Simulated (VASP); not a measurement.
Input of a VASP 6.6.1 run:

Contents of INCAR:

```
SYSTEM = FeO
ALGO = Normal ; EDIFF = 1E-6
ENCUT = 600 ; GGA_COMPAT = .False.
ISIF = 2 ; ISMEAR = -1
ISPIN = 2 ; LASPH = .True.
LCHARG = .False. ; LMAXMIX = 4
LORBIT = 11 ; LREAL = .False.
LWAVE = .False. ; MAGMOM = 3 0
NBANDS = 22 ; NELM = 200
PREC = Accurate ; SIGMA = 0.05
```

File KPOINTS:

```
k-points
0
Gamma
  9 9 9
  0 0 0
```

Contents of POSCAR:

```
FeO
1.0
    1.5486092669      0.8940899771      2.5689933065
   -1.5486092669      0.8940899771      2.5689933065
    0.0000000000     -1.7881799543      2.5689933065
Fe O
1 1
Direct
    0.0000000000      0.0000000000      0.0000000000
    0.5000000000      0.5000000000      0.5000000000
```

Potentials or basis: VASP PAW LDA potentials, release 64 (Fe_sv, O).

The run is started by

```sh
$ cat potpaw_LDA.64/Fe_sv/POTCAR potpaw_LDA.64/O/POTCAR > POTCAR
$ mpirun -np 1 vasp_std > vasp.out
```

What does it give for the pressure?

-26.0 GPa.

What does it give for the band gap on the k mesh?

Zero (filled and empty bands overlap).

Stress tensor (GPa, compression positive):
```
-25.57   0.00   0.00
  0.00 -25.57   0.00
  0.00   0.00 -26.90
```

Caveat: a cell with one magnetic atom can't hold antiferromagnetic order, which such compounds often take; semilocal functionals often make such compounds metallic where correlation or magnetic order opens a gap, which also shifts bond lengths. With open d or f shells a metallic result of LDA can be an artefact of self-interaction; +U or a hybrid may open a gap.
